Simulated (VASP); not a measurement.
Set up this calculation in VASP 6.6.1, as the native input.

| Item | Value |
| --- | --- |
| Task | electric field gradients |
| Functional | LDA |
| Potentials or basis | VASP PAW LDA potentials, release 64 (Cd, Se) |
| Cutoff | 520 eV |
| k mesh | 8 × 8 × 8 |
| Occupations | fermi-dirac, width 0.03 eV |
| Spin | no spin polarisation |
| Dipole correction | no |
| Further INCAR settings | ALGO = Normal; EDIFF = 1e-08; NBANDS = 16 |

The structure of CdSe lies in POSCAR:

```
CdSe
1.0
    0.0000000000      3.0600026564      3.0600026564
    3.0600026564      0.0000000000      3.0600026564
    3.0600026564      3.0600026564      0.0000000000
Cd Se
1 1
Direct
    0.0000000000      0.0000000000      0.0000000000
    0.2500000000      0.2500000000      0.2500000000
```

This cell differs from its parent crystal: volume scaled by 0.99.

One way to write it, as run:

INCAR

```
  PREC = Accurate
  ENCUT = 520
  EDIFF = 1E-8
  ISMEAR = -1
  SIGMA = 0.03
  LREAL = False
  LASPH = True
  NELM = 80
  ALGO = Normal
  ISIF = 2
  LWAVE = False
  LCHARG = False
  LEFG = True
  NBANDS = 16
```

KPOINTS

```
Automatic mesh
0
Gamma
  8 8 8
```

Potentials or basis: VASP PAW LDA potentials, release 64 (Cd, Se).

The run is started by

```console
$ cat potpaw_LDA.64/Cd/POTCAR potpaw_LDA.64/Se/POTCAR > POTCAR
$ mpirun -np 1 vasp_std > vasp.out
```

Results of the run:

```yaml
Pressure: -2.4 GPa
Band_gap_on_the_k_mesh: 0.33 eV, direct
```

Caveat: without QUAD_EFG the Cq values of the log hold for a quadrupole moment of 1 mb, not for the nuclei.

It used 15 s of CPU time on 1 thread of Intel Xeon 6975P-C, on a shared host.
